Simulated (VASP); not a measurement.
# RbBr in VASP: a series of runs

The runs below take RbBr through single point, with PBE.

Program: VASP 6.6.1. These are calculated values, not measurements. Logs are shortened: lines on timing, memory, paths and dates and some standing lists are left out, and cuts for length are marked.

## Step 1: The cell of the first run

Symmetry: I4/mmm, No. 139, tetragonal system. Conventional cell: a = 4.894 Å, b = 4.894 Å, c = 7.095 Å, α = 90.00°, β = 90.00°, γ = 90.00°. Rb (site symmetry 4/mmm) has 6 Br at 3.46 to 3.55 Å within 4.5 Å. Within 4.5 Å of Br (site symmetry 4/mmm) lie 6 Rb at 3.46 to 3.55 Å.

## Step 2: Single point, PBE (uniaxial z strain +2.5%)

INCAR

```
SYSTEM = RbBr
ALGO = Normal
EDIFF = 1E-6
ENCUT = 520
GGA = PE
ISIF = 2
ISMEAR = -1
LASPH = .TRUE.
LCHARG = .TRUE.
LELF = .TRUE.
LREAL = .FALSE.
LVHAR = .TRUE.
LWAVE = .FALSE.
NBANDS = 15
NELM = 100
PREC = Accurate
SIGMA = 0.02
```

KPOINTS

```
k-points
0
G
  6 6 6
  0 0 0
```

POSCAR

```
RbBr
1.0
    0.0000000000      3.4608261073      3.5473467599
    3.4608261073      0.0000000000      3.5473467599
    3.4608261073      3.4608261073      0.0000000000
Rb Br
1 1
Direct
    0.0000000000      0.0000000000      0.0000000000
    0.5000000000      0.5000000000      0.5000000000
```

Potentials or basis: VASP PAW PBE potentials, release 64 (Rb_sv, Br).

Started as:

```sh
$ cat potpaw_PBE.64/Rb_sv/POTCAR potpaw_PBE.64/Br/POTCAR > POTCAR
$ mpirun -np 1 vasp_std > vasp.out
```

OUTCAR:

```text
SYSTEM = RbBr
   EDIFF = 1E-6
   ENCUT = 520
   GGA = PE
   ISIF = 2
   ISMEAR = -1
   LASPH = .TRUE.
   LREAL = .FALSE.
   NELM = 100
   PREC = Accurate

 ion  position               nearest neighbor table
   1  0.000  0.000  0.000-   2 3.46   2 3.46   2 3.46   2 3.46   2 3.55   2 3.55
   2  0.500  0.500  0.500-   1 3.46   1 3.46   1 3.46   1 3.46   1 3.55   1 3.55

  LATTYP: Found a body centered tetragonal cell.
 ALAT       =     4.8943472180
 C/A-ratio  =     1.4495689014

  Lattice vectors:

 A1 = (  -3.4608261073,   0.0000000000,   3.5473467599)
 A2 = (   3.4608261073,   0.0000000000,   3.5473467599)
 A3 = (   0.0000000000,   3.4608261073,  -3.5473467599)

Analysis of symmetry for initial positions (statically):
=====================================================================
 Subroutine PRICEL returns:
 Original cell was already a primitive cell.

 Routine SETGRP: Setting up the symmetry group for a
 body centered tetragonal supercell.

 Subroutine GETGRP returns: Found 16 space group operations
 (whereof 16 operations were pure point group operations)
 out of a pool of 16 trial point group operations.

The static configuration has the point symmetry D_4h.

Analysis of symmetry for dynamics (positions and initial velocities):
=====================================================================
 Subroutine PRICEL returns:
 Original cell was already a primitive cell.

 Routine SETGRP: Setting up the symmetry group for a
 body centered tetragonal supercell.

 Subroutine GETGRP returns: Found 16 space group operations
 (whereof 16 operations were pure point group operations)
 out of a pool of 16 trial point group operations.

The dynamic configuration has the point symmetry D_4h.

 Subroutine INISYM returns: Found 16 space group operations
 (whereof 16 operations are pure point group operations),
 and found     1 'primitive' translations

----------------------------------------------------------------------------------------

                                     Primitive cell

  volume of cell :      84.9754

  direct lattice vectors                    reciprocal lattice vectors
     0.000000000  3.460826107  3.547346760    -0.144474176  0.144474176  0.140950416
     3.460826107  0.000000000  3.547346760     0.144474176 -0.144474176  0.140950416
     3.460826107  3.460826107  0.000000000     0.144474176  0.144474176 -0.140950416

  length of vectors
     4.955904194  4.955904194  4.894347218     0.248218844  0.248218844  0.248218844

  position of ions in fractional coordinates (direct lattice)
     0.000000000  0.000000000  0.000000000
     0.500000000  0.500000000  0.500000000

  ion indices of the primitive-cell ions
   primitive index   ion index
                 1           1
                 2           2

----------------------------------------------------------------------------------------

 KPOINTS: k-points

Automatic generation of k-mesh.
 Grid dimensions read from file:
 generate k-points for:    6    6    6

 Generating k-lattice:

  Cartesian coordinates                     Fractional coordinates (reciprocal lattice)
    -0.024079029  0.024079029  0.023491736     0.166666667  0.000000000  0.000000000
     0.024079029 -0.024079029  0.023491736     0.000000000  0.166666667  0.000000000
     0.024079029  0.024079029 -0.023491736    -0.000000000 -0.000000000  0.166666667

  Length of vectors
     0.041369807  0.041369807  0.041369807

  Shift w.r.t. Gamma in fractional coordinates (k-lattice)
     0.000000000  0.000000000  0.000000000

 Subroutine IBZKPT returns following result:
 ===========================================

 Found     30 irreducible k-points:

 Following reciprocal coordinates:
            Coordinates               Weight
  0.000000  0.000000  0.000000      1.000000
  0.166667  0.000000  0.000000      8.000000
  0.333333 -0.000000  0.000000      8.000000
  0.500000  0.000000  0.000000      4.000000
  0.166667  0.166667  0.000000      2.000000
  0.333333  0.166667  0.000000      8.000000
[... 16 lines left out ...]
  0.333333  0.000000  0.333333      4.000000
  0.500000  0.000000  0.333333     16.000000
 [... further k-points ...]
   k-points           NKPTS =     30   k-points in BZ     NKDIM =     30   number of bands    NBANDS=     15
   number of dos      NEDOS =    301   number of ions     NIONS =      2
   total plane-waves  NPLWV =  57600
   dimension x,y,z NGX =    40 NGY =   40 NGZ =   36
   dimension x,y,z NGXF=    80 NGYF=   80 NGZF=   72
   ions per type =               1   1
   NGX,Y,Z   is equivalent  to a cutoff of  13.42, 13.42, 12.23 a.u.
   NGXF,Y,Z  is equivalent  to a cutoff of  26.84, 26.84, 24.46 a.u.
 SYSTEM =  RbBr
   PREC   = accura    normal or accurate (medium, high low for compatibility)
   ISTART =      0    job   : 0-new  1-cont  2-samecut
   ICHARG =      2    charge: 1-file 2-atom 10-const
   ISPIN  =      1    spin polarized calculation?
   LNONCOLLINEAR =      F non collinear calculations
   LSORBIT =      F    spin-orbit coupling
   LASPH  =      T    aspherical Exc in radial PAW
   ENCUT  =  520.0 eV  38.22 Ry    6.18 a.u.   9.21  9.21  9.10*2*pi/ulx,y,z
   NELM   =    100;   NELMIN=  2; NELMDL= -5     # of ELM steps
   EDIFF  = 0.1E-05   stopping-criterion for ELM
   LREAL  =      F    real-space projection
   EDIFFG = 0.1E-04   stopping-criterion for IOM
   NSW    =      0    number of steps for IOM
   IBRION =     -1    ionic relax: 0-MD 1-quasi-New 2-CG
   NFREE  =      0    steps in history (QN), initial steepest desc. (CG)
   ISIF   =      2    stress and relaxation
   ISYM   =      2    0-nonsym 1-usesym 2-fastsym
   POTIM  = 0.5000    time-step for ionic-motion
   TEBEG  =    0.0;   TEEND  =   0.0 temperature during run
   PSTRESS=    0.0 pullay stress
   NELECT =      16.0000    total number of electrons
   NUPDOWN=      -1.0000    fix difference up-down
   EMIN   =  10.00;   EMAX   =-10.00  energy-range for DOS
   EFERMI =   0.00;   METHOD = LEGACY
   ISMEAR =    -1;   SIGMA  =   0.02  broadening in eV -4-tet -1-fermi 0-gaus
   EFERMI_NEDOS =   21; number of points for ismear=-14 and -15
   IALGO  =     38    algorithm
   IMIX   =      4    mixing-type and parameters
     AMIX     =   0.40;   BMIX     =  1.00
     AMIX_MAG =   1.60;   BMIX_MAG =  1.00
  volume/ion in A,a.u.               =      42.49       286.72
  Fermi-wavevector in a.u.,A,eV,Ry     =   0.938319  1.773165 11.979143  0.880442
  Thomas-Fermi vector in A             =   2.065519
   LORBIT       =      0    0 simple, 1 ext, 2 COOP (PROOUT), +10 PAW based schemes
   GGA     = PE    functional components
   LHFCALC =     F    Hartree Fock is set to
   AEXX    =    0.0000 exact exchange contribution
   IVDW    =     0    specifies the selected vdW correction
   LEPSILON=     F    determine dielectric tensor
   LRPA    =     F    only Hartree local field effects (RPA)
 non-spin polarized calculation
  energy-cutoff  :      520.00
  volume of cell :       84.98
 maximum number of plane-waves:      2301
 NGX is ok and might be reduce to    40
   NGX = 19   NGY = 19   NGZ = 19

 number of electron      15.9999999 magnetization

 Free energy of the ion-electron system (eV)
  ---------------------------------------------------
  ext. energy  EPLUGINS =         0.00000000
  ---------------------------------------------------
  free energy    TOTEN  =        -6.11180171 eV

  energy without entropy =       -6.11180171  energy(sigma->0) =       -6.11180171

 E-fermi :  -1.4524     XC(G=0):  -7.0209

 val. band max:       -1.9419830531   @ k =   0.0000   0.0000   0.0000
 cond. band min:       2.2784879243   @ k =   0.0000   0.0000   0.0000
 fundamental gap:      4.2204709773
 Fermi energy:        -1.4523847392

 k-point     1 :       0.0000    0.0000    0.0000
  band No.  band energies     occupation
      1     -26.4788      2.00000
      2     -14.0791      2.00000
      3     -10.5521      2.00000
      4     -10.5514      2.00000
      5     -10.5514      2.00000
      6      -1.9615      2.00000
      7      -1.9420      2.00000
      8      -1.9420      2.00000
      9       2.2785      0.00000
     10       5.2190      0.00000
     11       5.3592      0.00000
     12       5.3592      0.00000
     13       6.1056      0.00000
     14       6.2230      0.00000
     15       8.9153      0.00000

 k-point     2 :       0.1667    0.0000    0.0000
  band No.  band energies     occupation
      1     -26.4770      2.00000
      2     -14.0872      2.00000
      3     -10.5553      2.00000
      4     -10.5521      2.00000
      5     -10.5421      2.00000
      6      -2.2241      2.00000
      7      -2.0353      2.00000
      8      -2.0268      2.00000
      9       2.8820      0.00000
     10       5.1681      0.00000
     11       5.5854      0.00000
     12       5.6652      0.00000
     13       6.4720      0.00000
     14       6.6030      0.00000
     15       9.8612      0.00000

 k-point     3 :       0.3333   -0.0000    0.0000
  band No.  band energies     occupation
      1     -26.4735      2.00000
      2     -14.1032      2.00000
      3     -10.5617      2.00000
      4     -10.5533      2.00000
      5     -10.5234      2.00000
      6      -2.6645      2.00000
      7      -2.1866      2.00000
      8      -2.1860      2.00000
      9       4.1064      0.00000
     10       5.2550      0.00000
     11       6.4567      0.00000
     12       6.5171      0.00000
     13       7.3894      0.00000
     14       7.5557      0.00000
     15       9.2964      0.00000
[... 343 lines left out ...]
 k-point    23 :       0.3333    0.0000    0.3333
  band No.  band energies     occupation
      1     -26.4717      2.00000
      2     -14.0629      2.00000
      3     -10.6020      2.00000
      4     -10.6006      2.00000
      5     -10.5932      2.00000
      6      -2.5234      2.00000
      7      -2.0908      2.00000
      8      -2.0792      2.00000
      9       3.9879      0.00000
     10       4.1985      0.00000
     11       6.8508      0.00000
     12       7.5420      0.00000
     13       7.5898      0.00000
     14       7.6517      0.00000
     15       8.5392      0.00000

 k-point    24 :       0.5000    0.0000    0.3333
  band No.  band energies     occupation
      1     -26.4701      2.00000
      2     -14.0518      2.00000
      3     -10.6597      2.00000
      4     -10.5995      2.00000
      5     -10.5928      2.00000
      6      -2.4461      2.00000
      7      -2.2271      2.00000
      8      -2.1489      2.00000
      9       4.0872      0.00000
     10       5.1086      0.00000
     11       6.7265      0.00000
     12       7.3203      0.00000
     13       7.3779      0.00000
     14       8.2393      0.00000
     15       8.7746      0.00000

 [... further k-points ...]
[... 5 lines left out ...]
  --------------------------------------------------------------------------------------
  -------------------------------------------------------------------------------------
  Total        0.2361092      0.2361092     -0.0784337      0.0000000      0.0000000      0.0000000
  in kB        4.4517455      4.4517455     -1.4788372      0.0000000      0.0000000      0.0000000
  external PRESSURE =       2.4748846 kB  Pullay stress =       0.0000000 kB

 VOLUME and BASIS-vectors are now :
 -----------------------------------------------------------------------------
  energy-cutoff  :      520.00
  volume of cell :       84.98
      direct lattice vectors                 reciprocal lattice vectors
     0.000000000  3.460826107  3.547346760    -0.144474176  0.144474176  0.140950416
     3.460826107  0.000000000  3.547346760     0.144474176 -0.144474176  0.140950416
     3.460826107  3.460826107  0.000000000     0.144474176  0.144474176 -0.140950416

 POSITION                                       TOTAL-FORCE (eV/Angst)
 -----------------------------------------------------------------------------------
      0.00000      0.00000      0.00000         0.000000      0.000000     -0.000000
      3.46083      3.46083      3.54735         0.000000      0.000000      0.000000
 -----------------------------------------------------------------------------------
    total drift:                                0.000000     -0.000000     -0.000000

  FREE ENERGIE OF THE ION-ELECTRON SYSTEM (eV)
  ---------------------------------------------------
  free  energy   TOTEN  =        -6.1118017054 eV

  energy  without entropy=       -6.1118017054  energy(sigma->0) =       -6.11180171
```

It took 88 s on 1 thread of AMD EPYC 7R13, shared host; peak memory 0.2 GiB.

What came out:

- Free energy: -6.1118 eV
- Pressure: 0.2 GPa
- Band gap on the k mesh: 4.22 eV

Caveat: the cell differs from its parent crystal (uniaxial z strain +2.5%).

## Step 3: Single point, PBE (epitaxial 111 strain -0.5%)

INCAR

```
PREC = Accurate ; ENCUT = 520
EDIFF = 1E-7 ; ISMEAR = -1
SIGMA = 0.02 ; LREAL = F
LASPH = T ; NELM = 80
ALGO = Normal ; ISIF = 2
LWAVE = F ; LCHARG = F
GGA = PE ; NBANDS = 15
```

KPOINTS

```
Automatic mesh
0
Gamma
  6 6 6
```

POSCAR

```
RbBr
1.0
    0.0280869168      3.4716088936      3.4716088936
    3.4716088936      0.0280869168      3.4716088936
    3.4716088936      3.4716088936      0.0280869168
Rb Br
1 1
Direct
    0.0000000000      0.0000000000      0.0000000000
    0.5000000000      0.5000000000      0.5000000000
```

Potentials or basis: VASP PAW PBE potentials, release 64 (Rb_sv, Br).

Started as:

```sh
$ cat potpaw_PBE.64/Rb_sv/POTCAR potpaw_PBE.64/Br/POTCAR > POTCAR
$ mpirun -np 1 vasp_std > vasp.out
```

Wall time 1.7 min (1 thread of AMD EPYC 7R13, shared host); peak memory 0.22 GiB.

It converged, with:

- Free energy: -6.1082 eV
- Pressure: 0.6 GPa
- Band gap on the k mesh: 4.29 eV

Levels at points of the mesh, in eV from the valence-band top:
```tsv
k point	band 4	band 5	band 6	band 7	band 8	band 9	band 10	band 11	band 12	band 13
(0.00, 0.00, 0.00)	-8.55	-8.55	-0.02	0.00	0.00	4.29	7.20	7.30	7.30	8.14
(0.50, 0.00, 0.00)	-8.56	-8.51	-0.95	-0.35	-0.33	6.74	7.63	9.37	9.45	10.02
(0.50, 0.50, 0.00)	-8.62	-8.62	-0.47	-0.17	-0.16	5.63	7.02	9.06	9.14	9.32
(0.50, 0.50, 0.50)	-8.56	-8.50	-0.95	-0.32	-0.32	6.73	7.58	9.37	9.37	10.10
```

Caveat: the cell differs from its parent crystal (epitaxial 111 strain -0.5%).
